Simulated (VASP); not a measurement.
Write the native input for VASP 6.6.1 that does the following.

- Task: single point
- Functional: BLYP
- Potentials or basis: VASP PAW PBE potentials, release 64 (Ge_d)
- Cutoff: 520 eV
- k mesh: 13 × 13 × 7
- Occupations: fermi-dirac, width 0.1 eV
- Spin: no spin polarisation
- Dipole correction: no
- Further INCAR settings: ALGO = Normal; EDIFF = 1e-07; NBANDS = 21

The structure of Ge lies in POSCAR:

```
Ge
1.0
    3.3039008425      0.0000000000      0.0000000000
   -1.6519504212      2.8612620612      0.0000000000
    0.0000000000      0.0000000000      5.1097311797
Ge
2
Direct
    0.3333333333      0.6666666667      0.2500000000
    0.6666666667      0.3333333333      0.7500000000
```

This cell differs from its parent crystal: volume scaled by 1.12.

These files were run (other wordings do the same):

INCAR

```
SYSTEM = Ge
PREC = Accurate
ENCUT = 520
EDIFF = 1E-7
ISMEAR = -1
SIGMA = 0.1
LREAL = .FALSE.
LASPH = .TRUE.
NELM = 100
ALGO = Normal
ISIF = 2
LWAVE = .FALSE.
LCHARG = .TRUE.
GGA = B5
ALDAX = 1.0
AGGAX = 1.0
AGGAC = 1.0
ALDAC = 0.0
LELF = .TRUE.
LVHAR = .TRUE.
NBANDS = 21
```

KPOINTS

```
regular mesh
0
G
  13 13 7
  0 0 0
```

Potentials or basis: VASP PAW PBE potentials, release 64 (Ge_d).

Run with:

```sh
$ cat potpaw_PBE.64/Ge_d/POTCAR > POTCAR
$ mpirun -np 1 vasp_std > vasp.out
```

Results of the run:

The pressure is -4.1 GPa and the band gap on the k mesh is zero (band 14 reaches 9.45 eV, above the bottom of band 15 at 3.22 eV).

Caveat: the PAW data sets were made with another functional, which shifts forces and pressure a little.

Run time: 83 s on 1 thread of Intel Xeon 6975P-C, on a shared host, peak memory 0.22 GiB.
